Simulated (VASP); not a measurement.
Sn: single point with PBEsol+D3(BJ)

The system is Sn.

```
CELL_PARAMETERS angstrom
-1.81887 1.81887 2.04622
1.81887 -1.81887 2.04622
1.81887 1.81887 -2.04622
ATOMIC_POSITIONS crystal
Sn 0.00000 0.00000 0.00000
```

This cell differs from its parent crystal: strain -0.040 along x and y, +0.080 along z.

* Program: VASP 6.6.1
* Task: single point
* Functional: PBEsol
* Dispersion: D3(BJ)
* Potentials or basis: VASP PAW PBE potentials, release 64 (Sn_d)
* Cutoff: 520 eV
* k mesh: 18 × 18 × 18
* Occupations: gaussian, width 0.15 eV
* Spin: no spin polarisation

```
Pressure                   : -4.1 GPa
Band gap on the k mesh     : zero (band 7 reaches 15.65 eV, above the bottom of band 8 at 5.62 eV)
Dispersion energy per atom : -0.391 eV
```

Levels at points of the mesh, in eV from the Fermi level:
```
           k point  band 3  band 4  band 5  band 6  band 7  band 8  band 9  band 10  band 11  band 12
(0.00, 0.00, 0.00)  -21.45  -21.37  -21.32  -11.16    7.64    7.98    7.98    11.26    12.13    12.13
(0.50, 0.00, 0.00)  -21.38  -21.33  -21.26   -6.67   -4.58    4.15    6.03     8.62     8.95    12.58
(0.50, 0.50, 0.00)  -21.33  -21.32  -21.25   -5.95   -4.24    2.78    4.12     6.88     7.12    17.21
(0.50, 0.50, 0.50)  -21.29  -21.27  -21.27   -2.89   -1.84    0.26    0.26     3.74     4.39    18.44
```

Wall time 78 s on 1 thread of AMD EPYC 9R45 96-Core Processor (Zen 5), on a shared host, peak memory 0.24 GiB.

Caveat: the cell differs from its parent crystal (strain -0.040 along x and y, +0.080 along z); the PAW data sets were made with another functional, which shifts forces and pressure a little; spin-orbit coupling is left out, which moves the levels of the heavy elements; pairwise dispersion overbinds metals, which lowers pressure and volume.
